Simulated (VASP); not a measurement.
# Cu (Fm-3m) in VASP: relaxation of cell and atoms with LDA

Aim: the relaxation of cell and atoms of Cu with LDA.

Program: VASP 6.6.1. These are calculated values, not measurements. Logs are shortened: lines on timing, memory, paths and dates and some standing lists are left out, and cuts for length are marked.

## Step 1: The cell of the first run

It takes space group Fm-3m (No. 225, cubic). Conventional cell: a = 3.518 Å, b = 3.518 Å, c = 3.518 Å, α = 90.00°, β = 90.00°, γ = 90.00°. Within 3.3 Å of Cu (site symmetry m-3m) lie 12 Cu at 2.49 Å.

## Step 2: Relaxation of cell and atoms, LDA

File INCAR:

```
SYSTEM = Cu
  ALGO = Fast
  EDIFF = 1E-7
  EDIFFG = -0.001
  ENCUT = 600
  GGA = CA
  IBRION = 2
  ISIF = 3
  ISMEAR = -1
  LASPH = .True.
  LCHARG = .False.
  LREAL = .False.
  LWAVE = .False.
  NELM = 100
  NSW = 80
  PREC = Accurate
  SIGMA = 0.15
```

File KPOINTS:

```
k-points
0
Gamma
  20 20 20
  0 0 0
```

File POSCAR:

```
Cu
1.0
    0.0000000000      1.7592130920      1.7592130920
    1.7592130920      0.0000000000      1.7592130920
    1.7592130920      1.7592130920      0.0000000000
Cu
1
Direct
    0.0000000000      0.0000000000      0.0000000000
```

Potentials or basis: VASP PAW LDA potentials, release 64 (Cu).

The run is started by

```sh
$ cat potpaw_LDA.64/Cu/POTCAR > POTCAR
$ mpirun -np 1 vasp_std > vasp.out
```

OUTCAR:

```text
SYSTEM = Cu
   EDIFF = 1E-7
   EDIFFG = -0.001
   ENCUT = 600
   GGA = CA
   IBRION = 2
   ISIF = 3
   ISMEAR = -1
   LASPH = .True.
   LREAL = .False.
   NELM = 100
   NSW = 80
   PREC = Accurate

 ion  position               nearest neighbor table
   1  0.000  0.000  0.000-

  LATTYP: Found a face centered cubic cell.
 ALAT       =     3.5184261840

  Lattice vectors:

 A1 = (   0.0000000000,   1.7592130920,   1.7592130920)
 A2 = (   1.7592130920,   0.0000000000,   1.7592130920)
 A3 = (   1.7592130920,   1.7592130920,   0.0000000000)

Analysis of symmetry for initial positions (statically):
=====================================================================
 Subroutine PRICEL returns:
 Original cell was already a primitive cell.

 Routine SETGRP: Setting up the symmetry group for a
 face centered cubic supercell.

 Subroutine GETGRP returns: Found 48 space group operations
 (whereof 48 operations were pure point group operations)
 out of a pool of 48 trial point group operations.

The static configuration has the point symmetry O_h .

Analysis of symmetry for dynamics (positions and initial velocities):
=====================================================================
 Subroutine PRICEL returns:
 Original cell was already a primitive cell.

 Routine SETGRP: Setting up the symmetry group for a
 face centered cubic supercell.

 Subroutine GETGRP returns: Found 48 space group operations
 (whereof 48 operations were pure point group operations)
 out of a pool of 48 trial point group operations.

The dynamic configuration has the point symmetry O_h .

 Subroutine INISYM returns: Found 48 space group operations
 (whereof 48 operations are pure point group operations),
 and found     1 'primitive' translations

----------------------------------------------------------------------------------------

                                     Primitive cell

  volume of cell :      10.8889

  direct lattice vectors                    reciprocal lattice vectors
     0.000000000  1.759213092  1.759213092    -0.284217985  0.284217985  0.284217985
     1.759213092  0.000000000  1.759213092     0.284217985 -0.284217985  0.284217985
     1.759213092  1.759213092  0.000000000     0.284217985  0.284217985 -0.284217985

  length of vectors
[... 88 lines left out ...]
   POTIM  = 0.5000    time-step for ionic-motion
   TEBEG  =    0.0;   TEEND  =   0.0 temperature during run
   PSTRESS=    0.0 pullay stress
   NELECT =      11.0000    total number of electrons
   NUPDOWN=      -1.0000    fix difference up-down
   EMIN   =  10.00;   EMAX   =-10.00  energy-range for DOS
   EFERMI =   0.00;   METHOD = LEGACY
   ISMEAR =    -1;   SIGMA  =   0.15  broadening in eV -4-tet -1-fermi 0-gaus
   EFERMI_NEDOS =   21; number of points for ismear=-14 and -15
   IALGO  =     68    algorithm
   IMIX   =      4    mixing-type and parameters
     AMIX     =   0.40;   BMIX     =  1.00
     AMIX_MAG =   1.60;   BMIX_MAG =  1.00
  volume/ion in A,a.u.               =      10.89        73.48
  Fermi-wavevector in a.u.,A,eV,Ry     =   1.642646  3.104151 36.712402  2.698285
  Thomas-Fermi vector in A             =   2.732913
   LORBIT       =      0    0 simple, 1 ext, 2 COOP (PROOUT), +10 PAW based schemes
   GGA     = CA    functional components
   LHFCALC =     F    Hartree Fock is set to
   AEXX    =    0.0000 exact exchange contribution
   IVDW    =     0    specifies the selected vdW correction
   LEPSILON=     F    determine dielectric tensor
   LRPA    =     F    only Hartree local field effects (RPA)
 conjugate gradient relaxation of ions
 non-spin polarized calculation
 RMM-DIIS sequential band-by-band and
  energy-cutoff  :      600.00
  volume of cell :       10.89
 maximum number of plane-waves:       380
   NGX =  9   NGY =  9   NGZ =  9

--------------------------------------- Ionic step        1  -------------------------------------------

 number of electron      10.9999998 magnetization

 Free energy of the ion-electron system (eV)
  ---------------------------------------------------
  ext. energy  EPLUGINS =         0.00000000
  ---------------------------------------------------
  free energy    TOTEN  =        -4.71851269 eV

  energy without entropy =       -4.69791374  energy(sigma->0) =       -4.70821322

------------------------ aborting loop because EDIFF is reached ----------------------------------------

  FORCE on cell =-STRESS in cart. coord.  units (eV):
  Direction    XX          YY          ZZ          XY          YZ          ZX
  --------------------------------------------------------------------------------------
  -------------------------------------------------------------------------------------
  Total        0.0524628      0.0524628      0.0524628      0.0000000     -0.0000000      0.0000000
  in kB        7.7192848      7.7192848      7.7192848      0.0000000     -0.0000000      0.0000000
  external PRESSURE =       7.7192848 kB  Pullay stress =       0.0000000 kB
[... 57 lines left out ...]
--------------------------------------- Ionic step        3  -------------------------------------------

 number of electron      11.0000002 magnetization

 Free energy of the ion-electron system (eV)
  ---------------------------------------------------
  ext. energy  EPLUGINS =         0.00000000
  ---------------------------------------------------
  free energy    TOTEN  =        -4.71868148 eV

  energy without entropy =       -4.69802135  energy(sigma->0) =       -4.70835142

 E-fermi :   8.3428     XC(G=0): -13.5519

 val. band max:        8.3246122091   @ k =  -0.4500   0.1000   0.0000
 cond. band min:       8.3495378155   @ k =   0.4500   0.3500   0.0000
 fundamental gap:      0.0249256065
 Fermi energy:         8.3427500770

 k-point     1 :       0.0000    0.0000    0.0000
  band No.  band energies     occupation
      1      -1.6127      2.00000
      2       5.0073      2.00000
      3       5.0073      2.00000
      4       5.0073      2.00000
      5       5.9490      2.00000
      6       5.9490      2.00000
      7      31.6065      0.00000
      8      34.6813      0.00000
      9      34.6813      0.00000
[... 265 lines left out ...]
 k-point    24 :      -0.3500    0.0500    0.0000
  band No.  band energies     occupation
      1       2.3242      2.00000
      2       5.0409      2.00000
      3       5.0863      2.00000
      4       5.2293      2.00000
      5       6.2998      2.00000
      6       6.6144      1.99998
      7      16.0546      0.00000
      8      28.9775      0.00000
      9      31.3704      0.00000

 [... further k-points ...]
[... 5 lines left out ...]
  --------------------------------------------------------------------------------------
  -------------------------------------------------------------------------------------
  Total       -0.0005037     -0.0005037     -0.0005037      0.0000000     -0.0000000     -0.0000000
  in kB       -0.0737061     -0.0737061     -0.0737061      0.0000000     -0.0000000     -0.0000000
  external PRESSURE =      -0.0737061 kB  Pullay stress =       0.0000000 kB
[... 16 lines left out ...]
  FREE ENERGIE OF THE ION-ELECTRON SYSTEM (eV)
  ---------------------------------------------------
  free  energy   TOTEN  =        -4.7186814790 eV

  energy  without entropy=       -4.6980213524  energy(sigma->0) =       -4.70835142

 reached required accuracy - stopping structural energy minimisation
```

OSZICAR:

```text
N       E                     dE             d eps       ncg     rms          rms(c)
DAV:   1     0.374039925449E+02    0.37404E+02   -0.62588E+03  4792   0.239E+03
DAV:   2    -0.524066926803E+01   -0.42645E+02   -0.40617E+02  4643   0.208E+02
DAV:   3    -0.573822588243E+01   -0.49756E+00   -0.49575E+00  5608   0.326E+01
[... 28 lines left out ...]
RMM:   4    -0.471868556759E+01    0.28913E-04   -0.45717E-05  4646   0.952E-02    0.177E-02
RMM:   5    -0.471868129298E+01    0.42746E-05   -0.17774E-05  4663   0.118E-01    0.287E-03
RMM:   6    -0.471868176687E+01   -0.47389E-06   -0.41611E-06  4612   0.251E-02    0.458E-03
RMM:   7    -0.471868145909E+01    0.30778E-06   -0.11776E-06  4492   0.285E-02    0.148E-04
RMM:   8    -0.471868147902E+01   -0.19930E-07   -0.18424E-07  3324   0.587E-03
   3 F= -.47186815E+01 E0= -.47083514E+01  d E =-.168786E-03
```

CONTCAR:

```text
Cu
   1.00000000000000
     0.0000000000000000    1.7624018494902551    1.7624018494902551
     1.7624018494902551   -0.0000000000000000    1.7624018494902551
     1.7624018494902551    1.7624018494902551    0.0000000000000000
  Cu
     1
Direct
     0.0000000000000000    0.0000000000000000    0.0000000000000000

  0.00000000E+00  0.00000000E+00  0.00000000E+00
```

Wall time 80 s (1 thread of Intel Xeon 8259CL, shared host); peak memory 0.15 GiB.

Results:

```
Free energy                           : -4.7187 eV
Relaxed volume                        : 10.95 Å³/atom
Relaxed cell                          : a = 2.492 Å, b = 2.492 Å, c = 2.492 Å, α = 60.00°, β = 60.00°, γ = 60.00°
Space group after relaxing (to 0.1 Å) : Fm-3m (No. 225)
Energy gained by relaxing             : 0.2 meV/atom
Ionic steps                           : 3
Pressure after relaxing               : 0.0 GPa
Band gap on the k mesh                : zero (an odd number of electrons rules out a gap without spin polarisation)
```

The path:
```csv
step,energy change (eV),largest force (eV/Å),pressure (GPa),volume (Å³)
1,0.0000,0.0000,0.77,10.89
2,-0.0001,0.0000,-0.59,10.97
3,-0.0002,0.0000,-0.01,10.95
```

Final structure:
```
Cu
1.0
     0.00000    1.76240    1.76240
     1.76240    0.00000    1.76240
     1.76240    1.76240    0.00000
Cu
1
Cartesian
  0.0000 0.0000 0.0000
```
